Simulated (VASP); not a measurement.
# CaSe in VASP: notebook, part 2 of 2

VASP 6.6.1.

### 3 Single point, PBEsol (z stretched by +0.5 %, x and y held)

INCAR

```
SYSTEM = CaSe
PREC = Accurate
ENCUT = 520
EDIFF = 1E-6
ISMEAR = 0
SIGMA = 0.01
LREAL = .FALSE.
LASPH = .TRUE.
NELM = 60
ALGO = Normal
ISIF = 2
LWAVE = .FALSE.
LCHARG = .FALSE.
GGA = PS
NBANDS = 15
```

KPOINTS

```
Automatic mesh
0
G
  6 6 6
  0 0 0
```

POSCAR

```
CaSe
1.0
    0.0000000000      2.9344539877      2.9491262576
    2.9344539877      0.0000000000      2.9491262576
    2.9344539877      2.9344539877      0.0000000000
Ca Se
1 1
Direct
    0.0000000000      0.0000000000      0.0000000000
    0.5000000000      0.5000000000      0.5000000000
```

Potentials or basis: VASP PAW PBE potentials, release 64 (Ca_sv, Se).

Started as:

```console
cat potpaw_PBE.64/Ca_sv/POTCAR potpaw_PBE.64/Se/POTCAR > POTCAR
mpirun -np 1 vasp_std > vasp.out
```

OUTCAR:

```text
SYSTEM = CaSe
   PREC = Accurate
   ENCUT = 520
   EDIFF = 1E-6
   ISMEAR = 0
   LREAL = .FALSE.
   LASPH = .TRUE.
   NELM = 60
   ISIF = 2
   GGA = PS

 ion  position               nearest neighbor table
   1  0.000  0.000  0.000-   2 2.93   2 2.93   2 2.93   2 2.93   2 2.95   2 2.95
   2  0.500  0.500  0.500-   1 2.93   1 2.93   1 2.93   1 2.93   1 2.95   1 2.95

  LATTYP: Found a body centered tetragonal cell.
 ALAT       =     4.1499446276
 C/A-ratio  =     1.4212846302

  Lattice vectors:

 A1 = (  -2.9344539877,   0.0000000000,   2.9491262576)
 A2 = (   2.9344539877,   0.0000000000,   2.9491262576)
 A3 = (   0.0000000000,   2.9344539877,  -2.9491262576)

[... 609 lines left out ...]
     13       8.4278      0.00000
     14       8.7108      0.00000
     15      11.7230      0.00000

 [... further k-points ...]
[... 5 lines left out ...]
  --------------------------------------------------------------------------------------
  -------------------------------------------------------------------------------------
  Total        0.0361077      0.0361077     -0.1185464      0.0000000      0.0000000      0.0000000
  in kB        1.1390233      1.1390233     -3.7395633      0.0000000      0.0000000      0.0000000
  external PRESSURE =      -0.4871722 kB  Pullay stress =       0.0000000 kB

 VOLUME and BASIS-vectors are now :
 -----------------------------------------------------------------------------
  energy-cutoff  :      520.00
  volume of cell :       50.79
      direct lattice vectors                 reciprocal lattice vectors
     0.000000000  2.934453988  2.949126258    -0.170389450  0.170389450  0.169541741
     2.934453988  0.000000000  2.949126258     0.170389450 -0.170389450  0.169541741
     2.934453988  2.934453988  0.000000000     0.170389450  0.170389450 -0.169541741

 POSITION                                       TOTAL-FORCE (eV/Angst)
 -----------------------------------------------------------------------------------
      0.00000      0.00000      0.00000        -0.000000      0.000000     -0.000000
      2.93445      2.93445      2.94913         0.000000     -0.000000      0.000000
 -----------------------------------------------------------------------------------
    total drift:                                0.000000     -0.000000     -0.000000

  FREE ENERGIE OF THE ION-ELECTRON SYSTEM (eV)
  ---------------------------------------------------
  free  energy   TOTEN  =       -10.0728854434 eV

  energy  without entropy=      -10.0728854434  energy(sigma->0) =      -10.07288544
```

stdout:

```text
POSCAR found type information on POSCAR CaSe
 POSCAR found :  2 types and       2 ions
 scaLAPACK will be used
 -----------------------------------------------------------------------------
|                                                                             |
|                                                                             |
|     You enforced a specific xc type in the INCAR file but a different       |
|     I HOPE YOU KNOW WHAT YOU ARE DOING!                                     |
|                                                                             |
 -----------------------------------------------------------------------------

 LDA part: xc-table for (Slater+PW92), standard interpolation
 POSCAR, INCAR and KPOINTS ok, starting setup
 FFT: planning ... GRIDC
 FFT: planning ... GRID_SOFT
 FFT: planning ... GRID
 WAVECAR not read
 entering main loop
```

Run time: 17 s. Hardware: 1 thread of Intel Xeon Platinum 8259CL at 2.50GHz (Skylake/Cascade Lake), shared host; peak memory 0.18 GiB.

What came out:

* Free energy: -10.0729 eV
* Pressure: 0.0 GPa
* Band gap on the k mesh: 1.88 eV, indirect (least direct gap 2.83 eV)

Stress tensor (GPa, compression positive):
```
 0.11  0.00  0.00
 0.00  0.11  0.00
 0.00  0.00 -0.37
```

Levels at points of the mesh, in eV from the valence-band top:
| k point | band 6 | band 7 | band 8 | band 9 | band 10 | band 11 |
| --- | --- | --- | --- | --- | --- | --- |
| (0.00, 0.00, 0.00) | 0.00 | 0.00 | 0.00 | 3.28 | 3.61 | 3.65 |
| (0.50, 0.00, 0.00) | -3.41 | -1.26 | -1.25 | 4.41 | 5.49 | 5.53 |
| (0.50, 0.50, 0.00) | -2.62 | -0.95 | -0.95 | 1.88 | 5.02 | 5.06 |
| (0.50, 0.00, 0.50) | -2.60 | -0.98 | -0.97 | 1.88 | 5.01 | 5.07 |

Caveat: the cell differs from its parent crystal (z stretched by +0.5 %, x and y held); the PAW data sets were made with another functional, which shifts forces and pressure a little.

### 4 Single point, PBEsol (equal xy, yz and zx engineering shears of -0.5 %)

INCAR

```
ALGO = Normal
EDIFF = 1E-6
ENCUT = 520
GGA = PS
ISIF = 2
ISMEAR = 0
LASPH = T
LCHARG = F
LREAL = F
LWAVE = F
NBANDS = 15
NELM = 80
PREC = Accurate
SIGMA = 0.01
```

KPOINTS

```
k-points
0
Gamma
  6 6 6
```

POSCAR

```
CaSe
1.0
   -0.0146722699      2.9271178527      2.9271178527
    2.9271178527     -0.0146722699      2.9271178527
    2.9271178527      2.9271178527     -0.0146722699
Ca Se
1 1
Direct
    0.0000000000      0.0000000000      0.0000000000
    0.5000000000      0.5000000000      0.5000000000
```

Started as:

```console
cat potpaw_PBE.64/Ca_sv/POTCAR potpaw_PBE.64/Se/POTCAR > POTCAR
mpirun -np 1 vasp_std > vasp.out
```

Wall time 19 s (1 thread of Intel Xeon Platinum 8259CL at 2.50GHz (Skylake/Cascade Lake), shared host); peak memory 0.18 GiB.

The run converged. Its results:

```
Free energy            : -10.0726 eV
Pressure               : 0.2 GPa
Band gap on the k mesh : 1.84 eV, indirect (least direct gap 2.81 eV)
```

Stress tensor (GPa, compression positive):
```
0.21 0.13 0.13
0.13 0.21 0.13
0.13 0.13 0.21
```

Levels at points of the mesh, in eV from the valence-band top:
```csv
k point,band 4,band 5,band 6,band 7,band 8,band 9,band 10,band 11,band 12,band 13
"(0.00, 0.00, 0.00)",-20.58,-11.94,-0.04,-0.04,0.00,3.28,3.59,3.59,3.65,4.23
"(0.50, 0.00, 0.00)",-20.59,-11.18,-3.46,-1.30,-1.27,4.40,5.46,5.49,5.55,7.63
"(0.50, 0.50, 0.00)",-20.62,-11.32,-2.65,-1.02,-0.98,1.84,5.01,5.04,6.08,6.09
"(0.50, 0.50, 0.50)",-20.59,-11.17,-3.45,-1.32,-1.32,4.36,5.49,5.53,5.53,7.67
```

Caveat: the cell differs from its parent crystal (equal xy, yz and zx engineering shears of -0.5 %); the PAW data sets were made with another functional, which shifts forces and pressure a little. A k mesh can miss the band edges.

### 5 Overview

| cell | gap on the mesh (eV) | pressure (GPa) |
| --- | --- | --- |
| a = 4.140, b = 4.140, c = 4.150 Å, angles 59.9, 59.9, 60.2°, 2 atoms | 1.85 | 0.5 |
| a = 4.160, b = 4.160, c = 4.150 Å, angles 60.1, 60.1, 59.8°, 2 atoms | 1.88 | 0.0 |
| a = 4.140 Å, angles 60.3°, 2 atoms | 1.84 | 0.2 |

Alike in all rows: task single point; level PBEsol; potentials or basis VASP PAW PBE potentials, release 64 (Ca_sv, Se); no spin polarisation; k mesh 6 × 6 × 6; cutoff (eV) 520; smearing gaussian 0.01 eV.

Caveats: the PAW data sets were made with another functional, which shifts forces and pressure a little.

Absolute energies hang on the potentials; compare differences alone.
